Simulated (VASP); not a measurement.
Write the native input for VASP 6.6.1 that does the following.

| Property | Result |
| --- | --- |
| Task | single point |
| Functional | PBE |
| Potentials or basis | VASP PAW PBE potentials, release 64 (Mn_sv, O) |
| Cutoff | 700 eV |
| k mesh | 14 × 14 × 6 |
| Occupations | gaussian, width 0.05 eV |
| Spin | collinear spin, ferromagnetic start |
| Starting moments | [2.77, 0.0, 0.0] μB |
| Dipole correction | no |
| Further INCAR settings | ALGO = Normal; EDIFF = 1e-06; NBANDS = 24 |

The structure of MnO2 lies in POSCAR:

```
MnO2
1.0
    2.8778881808      0.0000000000      0.0000000000
   -1.4389440904      2.4923242738      0.0000000000
    0.0000000000      0.0000000000      5.8233253122
Mn O
1 2
Direct
    0.0000000000      0.0000000000      0.0000000000
    0.3333333333      0.6666666667      0.1639400399
    0.6666666667      0.3333333333      0.8360599601
```

The input as run:

INCAR

```
SYSTEM = MnO2
PREC = Accurate ; ENCUT = 700
EDIFF = 1E-6 ; ISMEAR = 0
SIGMA = 0.05 ; LREAL = .FALSE.
LASPH = .TRUE. ; NELM = 200
ALGO = Normal ; ISIF = 2
LWAVE = .FALSE. ; LCHARG = .FALSE.
ISPIN = 2 ; MAGMOM = 2.77 0 0
LORBIT = 11 ; LMAXMIX = 4
GGA = PE ; NBANDS = 24
GGA_COMPAT = .FALSE.
```

KPOINTS

```
Automatic mesh
0
G
  14 14 6
  0 0 0
```

Potentials or basis: VASP PAW PBE potentials, release 64 (Mn_sv, O).

Run with:

```sh
$ cat potpaw_PBE.64/Mn_sv/POTCAR potpaw_PBE.64/O/POTCAR > POTCAR
$ mpirun -np 1 vasp_std > vasp.out
```

Results of the run:

```yaml
Pressure: -0.6 GPa
Largest_force: 0.018 eV/Å
Band_gap_on_the_k_mesh: 1.04 eV (least direct gap 1.09 eV)
Net_moment: 3.00 μB per cell
Site_moments: Mn +2.74; O +0.03 μB
Valence_electrons_inside_the_program's_atomic_spheres: Mn 12.75; O 4.99
```

Caveat: a cell with one magnetic atom can't hold antiferromagnetic order, which such compounds often take.

It took 5.3 min on 1 thread of Intel(R) Xeon(R) Platinum 8488C (Sapphire Rapids), on a shared host, peak memory 0.41 GiB.
